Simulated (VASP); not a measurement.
A run of VASP 6.6.1 is set up as follows.

File INCAR:

```
SYSTEM = PtSe2
  ALGO = Normal
  EDIFF = 1E-7
  ENCUT = 520
  GGA = PE
  ISIF = 2
  ISMEAR = 0
  IVDW = 12
  LASPH = .TRUE.
  LCHARG = .FALSE.
  LREAL = .FALSE.
  LWAVE = .FALSE.
  NBANDS = 18
  NELM = 80
  PREC = Accurate
  SIGMA = 0.15
```

Contents of KPOINTS:

```
k-points
0
G
  12 12 8
  0 0 0
```

POSCAR

```
PtSe2
1.0
    3.4886403814      0.0000000000      0.0000000000
   -1.7443201907      3.0212511949      0.0000000000
    0.0000000000      0.0000000000      4.8219239451
Pt Se
1 2
Direct
    0.0000000000      0.0000000000      0.0000000000
    0.3333333333      0.6666666667      0.2655211092
    0.6666666667      0.3333333333      0.7344788908
```

Potentials or basis: VASP PAW PBE potentials, release 64 (Pt, Se).

Run with:

```console
$ cat potpaw_PBE.64/Pt/POTCAR potpaw_PBE.64/Se/POTCAR > POTCAR
$ mpirun -np 1 vasp_std > vasp.out
```

Estimate the largest force.

2.206 eV/Å.

Predict the band gap on the k mesh.

zero (band 11 reaches 9.87 eV, above the bottom of band 12 at 9.11 eV).

Predict the pressure.

33.2 GPa.

Predict the dispersion energy per atom.

-0.573 eV.

Stress tensor (GPa, compression positive):
```
38.25  0.00  0.00
 0.00 38.25  0.00
 0.00  0.00 23.06
```

Caveat: the cell differs from its parent crystal (normal strain along x -0.0750, normal strain along y -0.0750); spin-orbit coupling is left out, which moves the levels of the heavy elements; pairwise dispersion overbinds metals, which lowers pressure and volume; forces of over 1 eV/Å act on the atoms, so gaps and moduli don't describe the material at rest.
